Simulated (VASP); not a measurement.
Input of a VASP 6.6.1 run:

Contents of INCAR:

```
SYSTEM = Pb
ALGO = Normal
EDIFF = 1E-6
ENCUT = 520
GGA = PE
ISIF = 2
ISMEAR = 0
LASPH = .TRUE.
LCHARG = .TRUE.
LELF = .TRUE.
LREAL = .FALSE.
LVHAR = .TRUE.
LWAVE = .FALSE.
NBANDS = 13
NELM = 100
PREC = Accurate
SIGMA = 0.1
```

The input KPOINTS:

```
k-points
0
G
  14 14 14
  0 0 0
```

The input POSCAR:

```
Pb
1.0
    0.0000000000      2.4429783329      2.4429783329
    2.4429783329      0.0000000000      2.4429783329
    2.4429783329      2.4429783329      0.0000000000
Pb
1
Direct
    0.0000000000      0.0000000000      0.0000000000
```

Potentials or basis: VASP PAW PBE potentials, release 64 (Pb_d).

Run with:

```bash
$ cat potpaw_PBE.64/Pb_d/POTCAR > POTCAR
$ mpirun -np 1 vasp_std > vasp.out
```

Question: Estimate the pressure.

Answer: 4.6 GPa.

Question: Estimate the band gap on the k mesh.

Answer: Zero (band 7 reaches 15.46 eV, above the bottom of band 8 at 6.09 eV).

Caveat: spin-orbit coupling is left out, which moves the levels of the heavy elements.
